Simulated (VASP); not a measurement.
The system is BAs.

```
CELL_PARAMETERS angstrom
3.20148 0.00000 0.00000
0.00000 4.90757 0.00000
0.00000 0.00000 7.02669
ATOMIC_POSITIONS crystal
B 0.25000 0.50000 0.56167
B 0.75000 0.50000 0.43833
As 0.25000 0.50000 0.25861
As 0.75000 0.50000 0.74139
```

The cell was generated, and may not be a known phase.

| Quantity | Value |
| --- | --- |
| Program | VASP 6.6.1 |
| Task | relaxation of cell and atoms |
| Functional | PBE |
| Potentials or basis | VASP PAW PBE potentials, release 64 (B, As) |
| Cutoff | 600 eV |
| k mesh | 12 × 8 × 6 |
| Occupations | gaussian, width 0.02 eV |
| Spin | no spin polarisation |

At the start: pressure 0.3 GPa; volume 27.60 Å³/atom.

Question: How do energy, volume and symmetry change on relaxing?

Answer: Over 21 steps the energy falls by 2.0 meV/atom and the volume is 30.78 Å³/atom (+11.5 %); space group Pmma (No. 51, to 0.1 Å) before and after.

Step by step:
```tsv
step	energy change (eV)	largest force (eV/Å)	pressure (GPa)	volume (Å³)
1	0.0000	0.1868	0.34	110.40
2	-0.0012	0.1669	-0.46	111.34
3	-0.0021	0.1113	-0.14	110.97
4	-0.0033	0.0157	0.06	110.92
5	-0.0033	0.0131	0.07	110.92
6	-0.0035	0.0269	0.07	111.10
7	-0.0037	0.0632	0.07	111.57
8	-0.0038	0.0619	0.08	111.64
9	-0.0039	0.0574	0.07	111.84
10	-0.0043	0.0479	0.08	112.24
11	-0.0049	0.0291	0.10	113.04
12	-0.0059	0.0192	0.14	114.64
13	-0.0067	0.0891	0.22	117.88
14	-0.0070	0.0762	0.18	118.28
15	-0.0075	0.0368	0.07	119.46
16	-0.0078	0.0395	-0.14	121.86
17	-0.0078	0.0281	-0.11	121.52
18	-0.0079	0.0292	-0.09	121.92
19	-0.0080	0.0301	-0.07	122.29
20	-0.0081	0.0314	-0.03	123.04
21	-0.0081	0.0094	0.01	123.13
```

Final structure:
```yaml
crystal:
  lattice:
    - [3.20330, 0.00000, 0.00000]
    - [0.00000, 5.26054, 0.00000]
    - [0.00000, 0.00000, 7.30684]
  atoms:
    - { symbol: B, position: [0.25000, 0.50000, 0.55754] }
    - { symbol: B, position: [0.75000, 0.50000, 0.44246] }
    - { symbol: As, position: [0.25000, 0.50000, 0.26715] }
    - { symbol: As, position: [0.75000, 0.50000, 0.73285] }
```

Caveat: this functional lacks dispersion, which binds layers or chains, so the pressure and a relaxed spacing across them are unreliable.
